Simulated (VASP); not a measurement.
**Si: single point with r2SCAN**

Crystal: Si.

```
Si
1.0
    -2.44251    2.44251    1.36914
     2.44251   -2.44251    1.36914
     2.44251    2.44251   -1.36914
Si
2
Direct
  0.25000 0.75000 0.50000
  0.50000 0.50000 0.00000
```

This cell differs from its parent crystal: strain +0.030 along x and y, +0.030 along z.

```yaml
Program: VASP 6.6.1
Task: single point
Functional: r2SCAN
Potentials_or_basis: VASP PAW PBE potentials, release 64 (Si)
Cutoff: 520 eV
k_mesh: 20 × 20 × 20
Occupations: gaussian, width 0.15 eV
Spin: no spin polarisation
```

- Pressure: -6.6 GPa
- Band gap on the k mesh: zero (bands 4 and 5 overlap by 6.50 eV)

Stress tensor (GPa, compression positive):
```
-6.77  0.00  0.00
 0.00 -6.77  0.00
 0.00  0.00 -6.22
```

Levels at points of the mesh, in eV from the Fermi level:
| k point | band 2 | band 3 | band 4 | band 5 | band 6 | band 7 |
| --- | --- | --- | --- | --- | --- | --- |
| (0.00, 0.00, 0.00) | -2.48 | -2.48 | -2.04 | 2.24 | 7.54 | 8.88 |
| (0.50, 0.00, 0.00) | -6.79 | -2.14 | -1.83 | -1.68 | 1.53 | 4.51 |
| (0.50, 0.50, 0.00) | -10.74 | 0.39 | 0.39 | 2.86 | 2.86 | 8.08 |
| (0.50, 0.50, 0.50) | -8.43 | -6.64 | -6.64 | 5.59 | 5.59 | 12.97 |

Wall time 4.3 min on 1 thread of Intel(R) Xeon(R) 6975P-C (Granite Rapids), on a shared host, peak memory 0.29 GiB.

Caveat: the cell differs from its parent crystal (strain +0.030 along x and y, +0.030 along z); the cell stands under tension; the PAW data sets were made with another functional, which shifts forces and pressure a little.
